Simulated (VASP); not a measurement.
Wanted: the native input for a VASP 6.6.1 run.

| Property | Result |
| --- | --- |
| Task | single point |
| Functional | PBEsol |
| Potentials or basis | VASP PAW PBE potentials, release 64 (Os) |
| Cutoff | 520 eV |
| k mesh | 18 × 18 × 12 |
| Occupations | gaussian, width 0.15 eV |
| Spin | no spin polarisation |
| Dipole correction | no |
| Further INCAR settings | ALGO = Normal; EDIFF = 1e-06; NBANDS = 15 |

The structure of Os lies in POSCAR:

```
Os
1.0
    2.9528279736      0.0000000000      0.0000000000
   -1.4764139868      2.5572240381      0.0000000000
    0.0000000000      0.0000000000      3.9741240000
Os
2
Direct
    0.3333333333      0.6666666667      0.2500000000
    0.6666666667      0.3333333333      0.7500000000
```

This cell differs from its parent crystal: strain +0.080 along x and y, -0.080 along z.

One way to write it, as run:

INCAR

```
PREC = Accurate
ENCUT = 520
EDIFF = 1E-6
ISMEAR = 0
SIGMA = 0.15
LREAL = F
LASPH = T
NELM = 60
ALGO = Normal
ISIF = 2
LWAVE = F
LCHARG = F
GGA = PS
NBANDS = 15
```

KPOINTS

```
Automatic mesh
0
Gamma
  18 18 12
```

Potentials or basis: VASP PAW PBE potentials, release 64 (Os).

The run is started by

```console
$ cat potpaw_PBE.64/Os/POTCAR > POTCAR
$ mpirun -np 1 vasp_std > vasp.out
```

Results of the run:

```
Pressure               : -15.8 GPa
Band gap on the k mesh : zero (bands 8 and 9 overlap by 2.94 eV)
```

Caveat: the cell differs from its parent crystal (strain +0.080 along x and y, -0.080 along z); the stress differs along the axes, from -35 to 23 GPa; the PAW data sets were made with another functional, which shifts forces and pressure a little; spin-orbit coupling is left out, which moves the levels of the heavy elements.

Run time: 110 s on 1 thread of Oxide Virtual Turin-like Processor, on a shared host, peak memory 0.19 GiB.
